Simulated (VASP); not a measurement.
Runs of VASP 6.6.1 on InPd. The structure is that of space group Pm-3m (No. 221), or close to it. The cells are those of the table. 

```csv
task,level,cell,cutoff (eV),gap on the mesh (eV),pressure (GPa)
relaxation of cell and atoms,PBEsol,"relaxed from a = 3.272 Å, 2 atoms",600,none,0.0
relaxation of cell and atoms,PBEsol,"relaxed to 5 GPa from a = 3.272 Å, 2 atoms",600,none,5.0
single point,PBEsol+D4,"a = 3.228 Å, 2 atoms",520,none,0.2
relaxation of cell and atoms,PBEsol,"relaxed to 10 GPa from a = 3.272 Å, 2 atoms",600,none,10.0
single point,PBEsol,"a = 3.181 Å, 2 atoms",520,none,(a)
```

Alike in all rows: potentials or basis VASP PAW PBE potentials, release 64 (In_d, Pd); no spin polarisation; k mesh 8 × 8 × 8; smearing fermi-dirac 0.05 eV.

Q: Estimate the missing entries.

A: (a) 10.2.

Caveats: the PAW data sets were made with another functional, which shifts forces and pressure a little; spin-orbit coupling is left out, which moves the levels of the heavy elements; the cell is relaxed towards a set pressure, so the run minimises the enthalpy, not the energy (at least some runs); the cell stands under pressure (at least some runs).

A k mesh can miss the band edges, and the runs leave out spin-orbit coupling on In, Pd.

A gap of «none» marks levels without a gap at the run's occupations.
